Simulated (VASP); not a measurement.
Runs of VASP 6.6.1 on RbBr. The structure is that of space group Pm-3m (No. 221), or close to it. The cells are those of the table. 

| task | level | cell | k mesh | cutoff (eV) | grid for exact exchange (PRECFOCK) | share of exact exchange | screening parameter | gap on the mesh (eV) | pressure (GPa) |
| --- | --- | --- | --- | --- | --- | --- | --- | --- | --- |
| relaxation of cell and atoms | PBE | relaxed from a = 4.126 Å, 2 atoms | 7 × 7 × 7 | 600 | - | - | - | 3.92 | 0.0 |
| single point | PBE | a = 4.193 Å, 2 atoms | 7 × 7 × 7 | 520 | - | - | - | 3.94 | 0.1 |
| single point | revPBE | a = 4.327 Å, 2 atoms | 7 × 7 × 7 | 520 | - | - | - | 3.93 | 0.0 |
| single point | PBEsol | a = 4.070 Å, 2 atoms | 7 × 7 × 7 | 520 | - | - | - | (a) | 0.1 |
| single point | PBE-based screened hybrid | a = 4.126 Å, 2 atoms | 4 × 4 × 4 | 520 | Normal | 0.4 | 0.2 1/Å | (b) | 0.2 |

Alike in all rows: potentials or basis VASP PAW PBE potentials, release 64 (Rb_sv, Br); no spin polarisation; smearing fermi-dirac 0.05 eV.

Problem. Estimate the missing entries.

Solution. (a) 4.07; (b) 6.03.

Caveats: the PAW data sets were made with another functional, which shifts forces and pressure a little (some runs).

A k mesh can miss the band edges, and the runs leave out spin-orbit coupling on Br, Rb.
